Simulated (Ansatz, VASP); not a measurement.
## One calculation of Hg, two programs

Contents of INCAR:

```
PREC = Accurate ; ENCUT = 520
EDIFF = 1E-7 ; ISMEAR = -1
SIGMA = 0.05 ; LREAL = F
LASPH = T ; NELM = 100
ALGO = Normal ; ISIF = 2
LWAVE = F ; LCHARG = F
GGA = PE ; NBANDS = 19
```

File KPOINTS:

```
regular mesh
0
Gamma
  11 11 11
```

File POSCAR:

```
Hg
1.0
    0.0000000000      3.2354802548      3.2354802548
    3.2354802548      0.0000000000      3.2354802548
    3.2354802548      3.2354802548      0.0000000000
Hg
2
Direct
   -0.1250000000     -0.1250000000     -0.1250000000
    0.1250000000      0.1250000000      0.1250000000
```

Input for Ansatz:

```yaml
crystal:
  lattice:
    - [0.0, 3.2354802548, 3.2354802548]
    - [3.2354802548, 0.0, 3.2354802548]
    - [3.2354802548, 3.2354802548, 0.0]
  atoms:
    - { symbol: Hg, position: [-0.125, -0.125, -0.125] }
    - { symbol: Hg, position: [0.125, 0.125, 0.125] }
kpoints:
  mp_grid: { grid: [11, 11, 11] }
  band_path:
    path:
      - [0.0, 0.0, 0.0]
      - [0.5, 0.0, 0.5]
      - [0.625, 0.25, 0.625]
      - [0.375, 0.375, 0.75]
      - [0.0, 0.0, 0.0]
      - [0.5, 0.5, 0.5]
      - [0.5, 0.25, 0.75]
      - [0.5, 0.0, 0.5]
    npoints: 8
scf:
  occupations: { method: fermi_dirac, width: 0.05 }
hamiltonian:
  xc: pbe
  pseudopotentials: { kind: all_electron, lapw: { basis_error: 0.001 } }
output:
  forces: true
  stress: true
  eigenvalues: true
  populations: true
  dos: { projected: true, de: 0.2, e_range: [-14, 8] }
```

Change from the starting cell: volume scaled by 0.6, LAPW.

Alike in both runs: task single point; functional PBE; k mesh 11 × 11 × 11; occupations fermi-dirac, width 0.05 eV; no spin polarisation.

|  | VASP | Ansatz |
| --- | --- | --- |
| version | VASP 6.6.1 | Ansatz 0.2.0 |
| potentials or method | VASP PAW PBE potentials, release 64 (Hg), cutoff 520 eV | all-electron LAPW, scalar-relativistic |

Ansatz gave:

```
pressure (GPa) : 4.2
```

Problem. Which values does VASP return?

Solution. Pressure (GPa): 4.5.

Ansatz ran all-electron here, and VASP with PAW potentials.

Spin-orbit coupling is off throughout.
